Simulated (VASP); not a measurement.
Wanted: the native input for a VASP 6.6.1 run.

* Task: single point
* Functional: LDA
* Potentials or basis: VASP PAW LDA potentials, release 64 (Ti_sv, O)
* Cutoff: 520 eV
* k mesh: 10 × 10 × 10
* Occupations: fermi-dirac, width 0.05 eV
* Spin: no spin polarisation
* Dipole correction: no
* Further INCAR settings: ALGO = Normal; EDIFF = 1e-07; NBANDS = 33

The structure of TiO2 lies in POSCAR:

```
TiO2
1.0
   -1.8665279463      1.8665279463      4.6930042805
    1.8665279463     -1.8665279463      4.6930042805
    1.8665279463      1.8665279463     -4.6930042805
Ti O
2 4
Direct
    0.7500000000      0.2500000000      0.5000000000
    0.0000000000      0.0000000000      0.0000000000
    0.7919000000      0.7919000000      0.0000000000
    0.5419000000      0.0419000000      0.5000000000
    0.9581000000      0.4581000000      0.5000000000
    0.2081000000      0.2081000000      0.0000000000
```

These files were run (other wordings do the same):

INCAR

```
SYSTEM = TiO2
PREC = Accurate
ENCUT = 520
EDIFF = 1E-7
ISMEAR = -1
SIGMA = 0.05
LREAL = .FALSE.
LASPH = .TRUE.
NELM = 100
ALGO = Normal
ISIF = 2
LWAVE = .FALSE.
LCHARG = .FALSE.
GGA = CA
NBANDS = 33
```

KPOINTS

```
Automatic mesh
0
G
  10 10 10
  0 0 0
```

Potentials or basis: VASP PAW LDA potentials, release 64 (Ti_sv, O).

The run is started by

```sh
$ cat potpaw_LDA.64/Ti_sv/POTCAR potpaw_LDA.64/O/POTCAR > POTCAR
$ mpirun -np 1 vasp_std > vasp.out
```

It gave:

```yaml
Pressure: 3.9 GPa
Largest_force: 0.166 eV/Å
Band_gap_on_the_k_mesh: 2.09 eV (least direct gap 2.43 eV)
```

Caveat: the cell stands under pressure.

Run time: 2.8 min on 1 thread of AMD EPYC 9R45 96-Core Processor (Zen 5) (shared host), peak memory 0.28 GiB.
